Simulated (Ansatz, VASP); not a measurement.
# One calculation of BN, two programs

```xyz
2
Lattice="0.0000 1.8229 1.8229 1.8229 0.0000 1.8229 1.8229 1.8229 0.0000" Properties=species:S:1:pos:R:3 pbc="T T T"
B     0.0000    0.0000    0.0000
N     0.9114    0.9114    0.9114
```

Change from the starting cell: hydrostatic strain +1.0%.

Alike in both runs: task single point; functional HSE06; k mesh 8 × 8 × 8; no spin polarisation.

|  | VASP | Ansatz |
| --- | --- | --- |
| version | VASP 6.6.1 | Ansatz 0.2.0 |
| potentials or method | VASP PAW PBE potentials, release 64 (B, N) | plane waves, PAW |
| plane-wave cutoff (eV) | 520 | 420 |
| occupations | gaussian, width 0.01 eV | fixed |
| valence electrons in the cell | 8 | 8 |

```csv
,VASP,Ansatz,Ansatz less VASP
gap on the k mesh at the Fermi level (eV),5.74,5.75,+0.014
pressure (GPa),-15.0,-15.4,-0.41
```

Ansatz's warnings: stress exchange threshold loose, stress scf threshold loose.
